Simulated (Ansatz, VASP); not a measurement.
# ReBi: VASP beside Ansatz

File INCAR:

```
PREC = Accurate ; ENCUT = 520
EDIFF = 1E-6 ; ISMEAR = 0
SIGMA = 0.05 ; LREAL = F
LASPH = T ; NELM = 60
ALGO = Normal ; ISIF = 2
LWAVE = F ; LCHARG = F
GGA = PS ; NBANDS = 18
```

Contents of KPOINTS:

```
Automatic mesh
0
Gamma
  10 10 10
```

The input POSCAR:

```
ReBi
1.0
    0.0000000000      3.0174949330      3.0174949330
    3.0174949330      0.0000000000      3.0174949330
    3.0174949330      3.0174949330      0.0000000000
Re Bi
1 1
Direct
    0.0000000000      0.0000000000      0.0000000000
    0.2500000000      0.2500000000      0.2500000000
```

Input for Ansatz:

```yaml
crystal:
  lattice:
    - [0.0, 3.017494933, 3.017494933]
    - [3.017494933, 0.0, 3.017494933]
    - [3.017494933, 3.017494933, 0.0]
  atoms:
    - { symbol: Re, position: [0.0, 0.0, 0.0] }
    - { symbol: Bi, position: [0.25, 0.25, 0.25] }
basis:
  ecutwfc: 420
  ecutrho_ratio: 4
kpoints:
  mp_grid: { grid: [10, 10, 10] }
hamiltonian:
  xc: pbesol
scf:
  occupations: { method: gaussian, width: 0.05 }
output:
  forces: true
  stress: true
  eigenvalues: true
```

Alike in both runs: task single point; functional PBEsol; k mesh 10 × 10 × 10; occupations gaussian, width 0.05 eV; no spin polarisation.

```csv
,VASP,Ansatz
version,VASP 6.6.1,Ansatz 0.2.0
potentials or method,"VASP PAW PBE potentials, release 64 (Re, Bi_d), cutoff 520 eV","scalar-relativistic, plane waves, PAW"
valence electrons in the cell,22,30
```

Ansatz gave:

* pressure (GPa): 4.9

Estimate VASP's values.

pressure (GPa): 5.1.

VASP's potentials were made for PBE, not for PBEsol. VASP's potentials hold 22 valence electrons a cell and Ansatz's 30, so a difference there can come from the potentials and not from the codes.

Spin-orbit coupling is off throughout.
